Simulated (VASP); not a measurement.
Wanted: the native input for a VASP 6.6.1 run.

| Property | Result |
| --- | --- |
| Task | single point |
| Functional | PBE |
| Potentials or basis | VASP PAW PBE potentials, release 64 (Be, Se) |
| Cutoff | 520 eV |
| k mesh | 6 × 6 × 6 |
| Occupations | gaussian, width 0.1 eV |
| Spin | no spin polarisation |
| Dipole correction | no |
| Further INCAR settings | ALGO = Normal; EDIFF = 1e-06; NBANDS = 19 |

The structure of Be2Se3 lies in POSCAR:

```
Be2Se3
1.0
    1.7620852443      1.0173403901      8.0706802099
   -1.7620852443      1.0173403901      8.0706802099
    0.0000000000     -2.0346807803      8.0706802099
Be Se
2 3
Direct
    0.4041926244      0.4041926244      0.4041926244
    0.5958073756      0.5958073756      0.5958073756
    0.0000000000      0.0000000000      0.0000000000
    0.2236504802      0.2236504802      0.2236504802
    0.7763495198      0.7763495198      0.7763495198
```

The input as run:

INCAR

```
PREC = Accurate ; ENCUT = 520
EDIFF = 1E-6 ; ISMEAR = 0
SIGMA = 0.1 ; LREAL = F
LASPH = T ; NELM = 60
ALGO = Normal ; ISIF = 2
LWAVE = F ; LCHARG = F
GGA = PE ; NBANDS = 19
```

KPOINTS

```
Automatic mesh
0
Gamma
  6 6 6
```

Potentials or basis: VASP PAW PBE potentials, release 64 (Be, Se).

Command:

```console
$ cat potpaw_PBE.64/Be/POTCAR potpaw_PBE.64/Se/POTCAR > POTCAR
$ mpirun -np 1 vasp_std > vasp.out
```

Results of the run:

```json
{
  "Pressure": "0.3 GPa",
  "Largest force": "0.011 eV/Å",
  "Band gap on the k mesh": "zero (bands 11 and 12 overlap by 0.73 eV)"
}
```

Caveat: semilocal functionals underestimate gaps, and a narrow one can read as zero.

It took 3.7 min on 1 thread of Intel Xeon 8259CL, on a shared host, peak memory 0.51 GiB.
